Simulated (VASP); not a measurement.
# Hf4I15Br (a cell with a defect) in VASP: electric field gradients with PBE

Aim: the electric field gradients of Hf4I15Br (a cell with a defect) with PBE.

All numbers are computed with VASP 6.6.1; they aren't measurements. Logs are shortened: lines on timing, memory, paths and dates and some standing lists are left out, and cuts for length are marked.

## Step 1: The cell of the first run

The cell holds a defect, 20 atoms: a = 8.603 Å, b = 8.603 Å, c = 13.073 Å, α = 108.12°, β = 108.12°, γ = 89.83°.

## Step 2: Electric field gradients, PBE

INCAR reads:

```
SYSTEM = Hf4I15Br
ALGO = Normal
EDIFF = 1E-8
ENCUT = 520
GGA = PE
ISIF = 2
ISMEAR = -1
LASPH = .True.
LCHARG = .False.
LEFG = .True.
LREAL = Auto
LWAVE = .False.
NBANDS = 92
NELM = 100
PREC = Accurate
SIGMA = 0.01
```

KPOINTS reads:

```
k-points
0
Gamma
  3 3 2
  0 0 0
```

POSCAR reads:

```
Hf4I15Br
1.0
    6.0918697050     -6.0742168451      0.0000000000
    6.0918697050      6.0742168451      0.0000000000
   -5.7423520254      0.0000000000     11.7437770460
Hf I Br
4 15 1
Direct
    0.2129122800      0.9392228800      0.6242092900
    0.9392228800      0.2129122800      0.1242092900
    0.7870877200      0.0607771200      0.3757907100
    0.0607771200      0.7870877200      0.8757907100
    0.1717527900      0.9480199400      0.1173828000
    0.0489838300      0.2844132900      0.3662555900
    0.1810436800      0.4240394100      0.1373746100
    0.5759605900      0.8189563200      0.3626253900
    0.2844132900      0.0489838300      0.8662555900
    0.5898129300      0.3047899800      0.3894372700
    0.0519800600      0.8282472100      0.3826172000
    0.8189563200      0.5759605900      0.8626253900
    0.4240394100      0.1810436800      0.6373746100
    0.3047899800      0.5898129300      0.8894372700
    0.6952100200      0.4101870700      0.1105627300
    0.8282472100      0.0519800600      0.8826172000
    0.4101870700      0.6952100200      0.6105627300
    0.9480199400      0.1717527900      0.6173828000
    0.9510161700      0.7155867100      0.6337444100
    0.7155867100      0.9510161700      0.1337444100
```

Potentials or basis: VASP PAW PBE potentials, release 64 (Hf_pv, I, Br).

The run is started by

```bash
$ cat potpaw_PBE.64/Hf_pv/POTCAR potpaw_PBE.64/I/POTCAR potpaw_PBE.64/Br/POTCAR > POTCAR
$ mpirun -np 1 vasp_std > vasp.out
```

OUTCAR:

```text
SYSTEM = Hf4I15Br
   EDIFF = 1E-8
   ENCUT = 520
   GGA = PE
   ISIF = 2
   ISMEAR = -1
   LASPH = .True.
   LREAL = Auto
   NELM = 100
   PREC = Accurate

 ion  position               nearest neighbor table
   1  0.213  0.939  0.624-  17 2.69  13 2.69  11 2.87   9 2.87  19 3.02  18 3.03
   2  0.939  0.213  0.124-  15 2.69   7 2.69  16 2.87   6 2.87  20 3.02   5 3.03
   3  0.787  0.061  0.376-  10 2.69   8 2.69  18 2.87  20 2.87   6 3.02  11 3.03
   4  0.061  0.787  0.876-  14 2.69  12 2.69   5 2.87  19 2.87   9 3.02  16 3.03
   5  0.172  0.948  0.117-   4 2.87   2 3.03
   6  0.049  0.284  0.366-   2 2.87   3 3.02
   7  0.181  0.424  0.137-   2 2.69
   8  0.576  0.819  0.363-   3 2.69
   9  0.284  0.049  0.866-   1 2.87   4 3.02
  10  0.590  0.305  0.389-   3 2.69
  11  0.052  0.828  0.383-   1 2.87   3 3.03
  12  0.819  0.576  0.863-   4 2.69
  13  0.424  0.181  0.637-   1 2.69
  14  0.305  0.590  0.889-   4 2.69
  15  0.695  0.410  0.111-   2 2.69
  16  0.828  0.052  0.883-   2 2.87   4 3.03
  17  0.410  0.695  0.611-   1 2.69
  18  0.948  0.172  0.617-   3 2.87   1 3.03
  19  0.951  0.716  0.634-   4 2.87   1 3.02
  20  0.716  0.951  0.134-   3 2.87   2 3.02

  LATTYP: Found a base centered monoclinic cell.
 ALAT       =    12.1837394100
 B/A-ratio  =     0.9971022263
 C/A-ratio  =     1.0729484943
 COS(beta)  =    -0.4392687785

  Lattice vectors:

 A1 = (   6.0918697050,  -6.0742168451,   0.0000000000)
 A2 = (   6.0918697050,   6.0742168451,   0.0000000000)
 A3 = (  -5.7423520254,   0.0000000000,  11.7437770460)

Analysis of symmetry for initial positions (statically):
=====================================================================
 Subroutine PRICEL returns:
 Original cell was already a primitive cell.

 Routine SETGRP: Setting up the symmetry group for a
 base centered monoclinic supercell.

 Subroutine GETGRP returns: Found  1 space group operations
 (whereof  1 operations were pure point group operations)
 out of a pool of  4 trial point group operations.

The static configuration has the point symmetry C_1 .

Analysis of symmetry for dynamics (positions and initial velocities):
=====================================================================
 Subroutine PRICEL returns:
 Original cell was already a primitive cell.

 Routine SETGRP: Setting up the symmetry group for a
 base centered monoclinic supercell.

 Subroutine GETGRP returns: Found  1 space group operations
 (whereof  1 operations were pure point group operations)
 out of a pool of  4 trial point group operations.

The dynamic configuration has the point symmetry C_1 .

 Subroutine INISYM returns: Found  1 space group operations
 (whereof  1 operations are pure point group operations),
 and found     1 'primitive' translations

----------------------------------------------------------------------------------------

                                     Primitive cell

  volume of cell :     869.1179

  direct lattice vectors                    reciprocal lattice vectors
     6.091869705 -6.074216845  0.000000000     0.082076608 -0.082315138  0.040132980
     6.091869705  6.074216845  0.000000000     0.082076608  0.082315138  0.040132980
    -5.742352025  0.000000000 11.743777046     0.000000000  0.000000000  0.085151480

  length of vectors
     8.602731356  8.602731356 13.072524855     0.122975638  0.122975638  0.085151480

  position of ions in fractional coordinates (direct lattice)
     0.212912280  0.939222880  0.624209290
     0.939222880  0.212912280  0.124209290
     0.787087720  0.060777120  0.375790710
     0.060777120  0.787087720  0.875790710
     0.171752790  0.948019940  0.117382800
     0.048983830  0.284413290  0.366255590
[... 12 lines left out ...]
     0.951016170  0.715586710  0.633744410
     0.715586710  0.951016170  0.133744410

  ion indices of the primitive-cell ions
   primitive index   ion index
                 1           1
                 2           2
[... 79 lines left out ...]
   IBRION =     -1    ionic relax: 0-MD 1-quasi-New 2-CG
   NFREE  =      0    steps in history (QN), initial steepest desc. (CG)
   ISIF   =      2    stress and relaxation
   ISYM   =      2    0-nonsym 1-usesym 2-fastsym
   POTIM  = 0.5000    time-step for ionic-motion
   TEBEG  =    0.0;   TEEND  =   0.0 temperature during run
   PSTRESS=    0.0 pullay stress
   NELECT =     152.0000    total number of electrons
   NUPDOWN=      -1.0000    fix difference up-down
   EMIN   =  10.00;   EMAX   =-10.00  energy-range for DOS
   EFERMI =   0.00;   METHOD = LEGACY
   ISMEAR =    -1;   SIGMA  =   0.01  broadening in eV -4-tet -1-fermi 0-gaus
   EFERMI_NEDOS =   21; number of points for ismear=-14 and -15
   IALGO  =     38    algorithm
   IMIX   =      4    mixing-type and parameters
     AMIX     =   0.40;   BMIX     =  1.00
     AMIX_MAG =   1.60;   BMIX_MAG =  1.00
  volume/ion in A,a.u.               =      43.46       293.25
  Fermi-wavevector in a.u.,A,eV,Ry     =   0.915510  1.730063 11.403841  0.838159
  Thomas-Fermi vector in A             =   2.040260
   LORBIT       =      0    0 simple, 1 ext, 2 COOP (PROOUT), +10 PAW based schemes
   GGA     = PE    functional components
   LHFCALC =     F    Hartree Fock is set to
   AEXX    =    0.0000 exact exchange contribution
   IVDW    =     0    specifies the selected vdW correction
   LEPSILON=     F    determine dielectric tensor
   LRPA    =     F    only Hartree local field effects (RPA)
 non-spin polarized calculation
  energy-cutoff  :      520.00
  volume of cell :      869.12
 maximum number of plane-waves:     23426
   NGX = 31   NGY = 31   NGZ = 49

 number of electron     152.0000002 magnetization

 Free energy of the ion-electron system (eV)
  ---------------------------------------------------
  ext. energy  EPLUGINS =         0.00000000
  ---------------------------------------------------
  free energy    TOTEN  =       -82.74553416 eV

  energy without entropy =      -82.74553416  energy(sigma->0) =      -82.74553416

 E-fermi :   1.4784     XC(G=0):  -7.7178

 val. band max:        1.2221118472   @ k =   0.0000   0.0000   0.0000
 cond. band min:       3.4400288726   @ k =   0.3333   0.3333   0.5000
 fundamental gap:      2.2179170254
 Fermi energy:         1.4784334203

 k-point     1 :       0.0000    0.0000    0.0000
  band No.  band energies     occupation
      1     -29.9286      2.00000
      2     -29.8906      2.00000
      3     -29.8634      2.00000
      4     -29.8444      2.00000
      5     -29.8248      2.00000
      6     -29.7921      2.00000
[... 899 lines left out ...]
     87       4.1454      0.00000
     88       4.1666      0.00000
 [bands above 88 left out]

------------------------ aborting loop because EDIFF is reached ----------------------------------------

  FORCE on cell =-STRESS in cart. coord.  units (eV):
  Direction    XX          YY          ZZ          XY          YZ          ZX
  --------------------------------------------------------------------------------------
  -------------------------------------------------------------------------------------
  Total        0.9487208      2.8171585     -0.6577237      0.0105084     -0.1203599      0.4044082
  in kB        1.7489215      5.1932972     -1.2124823      0.0193718     -0.2218777      0.7455073
  external PRESSURE =       1.9099122 kB  Pullay stress =       0.0000000 kB

 VOLUME and BASIS-vectors are now :
 -----------------------------------------------------------------------------
  energy-cutoff  :      520.00
  volume of cell :      869.12
      direct lattice vectors                 reciprocal lattice vectors
     6.091869705 -6.074216845  0.000000000     0.082076608 -0.082315138  0.040132980
     6.091869705  6.074216845  0.000000000     0.082076608  0.082315138  0.040132980
    -5.742352025  0.000000000 11.743777046     0.000000000  0.000000000  0.085151480

 POSITION                                       TOTAL-FORCE (eV/Angst)
 -----------------------------------------------------------------------------------
      3.43423      4.41177      7.33057        -0.076737      0.025136      0.043641
      6.30540     -4.41177      1.45869        -0.452071     -0.115968     -0.027440
      3.00716     -4.41177      4.41320         0.135641     -0.143737     -0.742514
      0.13598      4.41177     10.28509         0.026430      0.035185      0.020765
      6.14746      4.71521      1.37852        -0.035170      0.057301      0.030660
     -0.07216      1.43005      4.30122        -0.076187     -0.029676     -0.042530
[... 12 lines left out ...]
      6.51354     -1.43005      7.44255         0.001815      0.034424     -0.046492
      9.38472      1.43005      1.57066         0.550767      0.078399      0.943549
 -----------------------------------------------------------------------------------
    total drift:                                0.006202     -0.000576     -0.001401

  FREE ENERGIE OF THE ION-ELECTRON SYSTEM (eV)
  ---------------------------------------------------
  free  energy   TOTEN  =       -82.7455341627 eV

  energy  without entropy=      -82.7455341626  energy(sigma->0) =      -82.74553416

 Electric field gradients (V/A^2)
---------------------------------------------------------------------
 ion       V_xx      V_yy      V_zz      V_xy      V_xz      V_yz
---------------------------------------------------------------------
   1     -17.426   -11.989    29.415   -28.967   -17.369   -17.925
   2      37.766   -43.024     5.258    33.911   -16.048    16.395
   3     -45.278   -40.723    86.001   -30.032   -22.589   -10.758
   4     -16.352   -15.252    31.604    28.662   -18.292    16.886
   5    -257.372   106.693   150.679     8.166     6.498    60.728
   6     111.235  -260.854   149.620   -14.520   -59.310    -7.589
[... 12 lines left out ...]
  19     105.253  -253.399   148.146   -13.725   -61.999    -7.310
  20      64.946  -193.291   128.345    12.000   -34.306    11.936
---------------------------------------------------------------------

 Electric field gradients after diagonalization (V/A^2)
 (convention: |V_zz| > |V_xx| > |V_yy|)
----------------------------------------------------------------------
 ion       V_xx      V_yy      V_zz     asymmetry (V_yy - V_xx)/ V_zz
----------------------------------------------------------------------
   1      37.184    14.292   -51.477       0.445
   2      52.204     9.742   -61.947       0.685
   3     -76.644   -13.394    90.038       0.702
   4      39.040    12.846   -51.886       0.505
   5     193.496    64.125  -257.622       0.502
   6     192.778    68.886  -261.664       0.473
[... 12 lines left out ...]
  19     192.312    61.850  -254.163       0.513
  20     143.467    50.954  -194.421       0.476
----------------------------------------------------------------------

           NMR quadrupolar parameters

 Cq : quadrupolar parameter    Cq=e*Q*V_zz/h
 eta: asymmetry parameters     (V_yy - V_xx)/ V_zz
 Q  : nuclear electric quadrupole moment in mb (millibarn)
----------------------------------------------------------------------
 ion       Cq(MHz)       eta       Q (mb)
----------------------------------------------------------------------
   1      -0.124       0.445       1.000
   2      -0.150       0.685       1.000
   3       0.218       0.702       1.000
   4      -0.125       0.505       1.000
   5      -0.623       0.502       1.000
   6      -0.633       0.473       1.000
[... 12 lines left out ...]
  19      -0.615       0.513       1.000
  20      -0.470       0.476       1.000
----------------------------------------------------------------------
```

Run time: 13 min. Hardware: 1 thread of Intel Xeon 6975P-C (Granite Rapids), shared host; peak memory 1.1 GiB.

Results:

- Free energy: -82.7455 eV
- Pressure: 0.2 GPa
- Largest force: 1.095 eV/Å
- Band gap on the k mesh: 2.22 eV

Forces in eV/Å, atoms in the order of the input:
```
Hf  -0.077  0.025  0.044
Hf  -0.452 -0.116 -0.027
Hf   0.136 -0.144 -0.743
Hf   0.026  0.035  0.021
I   -0.035  0.057  0.031
I   -0.076 -0.030 -0.043
I   -0.013  0.012  0.001
I   -0.010 -0.013 -0.033
I    0.015  0.027  0.006
I    0.021  0.018 -0.025
I   -0.010  0.044 -0.078
I   -0.068  0.018 -0.014
I    0.081  0.020  0.012
I    0.035 -0.071  0.010
I   -0.051  0.006  0.002
I   -0.034  0.021  0.042
I   -0.025 -0.080 -0.011
I   -0.016  0.057 -0.091
I    0.002  0.034 -0.046
Br   0.551  0.078  0.944
```

Electric field gradients, principal values (V/Å²):
```
 atom    least    middle  greatest (by size)
 1 Hf   14.292    37.184             -51.477
 2 Hf    9.742    52.204             -61.947
 3 Hf  -13.394   -76.644              90.038
 4 Hf   12.846    39.040             -51.886
  5 I   64.125   193.496            -257.622
  6 I   68.886   192.778            -261.664
  7 I  -47.811  -143.976             191.786
  8 I  -44.844  -133.268             178.111
  9 I   59.835   195.116            -254.950
 10 I  -40.411  -130.997             171.408
 11 I   67.823   193.397            -261.220
 12 I  -39.440  -135.582             175.021
 13 I  -39.932  -131.977             171.909
 14 I  -40.854  -128.831             169.685
 15 I  -40.475  -127.283             167.758
 16 I   62.995   195.531            -258.526
 17 I  -43.311  -126.669             169.980
 18 I   54.752   210.086            -264.839
 19 I   61.850   192.312            -254.163
20 Br   50.954   143.467            -194.421
```

Caveat: without QUAD_EFG the Cq values of the log hold for a quadrupole moment of 1 mb, not for the nuclei; spin-orbit coupling is left out, which moves the levels of the heavy elements.
